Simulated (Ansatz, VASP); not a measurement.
**InAs in VASP and in Ansatz**

```
In As
1.0
     0.00000    2.85799    2.85799
     2.85799    0.00000    2.85799
     2.85799    2.85799    0.00000
In As
1 1
Direct
  0.50000 0.50000 0.50000
  0.00000 0.00000 0.00000
```

Change from the starting cell: volume scaled by 0.98.

Alike in both runs: task single point; functional PBE; k mesh 8 × 8 × 8; occupations fermi-dirac, width 0.05 eV; no spin polarisation.

|  | VASP | Ansatz |
| --- | --- | --- |
| version | VASP 6.6.1 | Ansatz 0.2.0 |
| potentials or method | VASP PAW PBE potentials, release 64 (In_d, As), cutoff 520 eV | all-electron LAPW, scalar-relativistic |

Ansatz gave:

* gap on the k mesh at the Fermi level (eV): none
* pressure (GPa): 1.2

Q: What did VASP give for the same quantities?

A: gap on the k mesh at the Fermi level (eV): none; pressure (GPa): 1.3.

A gap of «none» marks a metal or a gap that the smearing closes. Ansatz ran all-electron here, and VASP with PAW potentials.
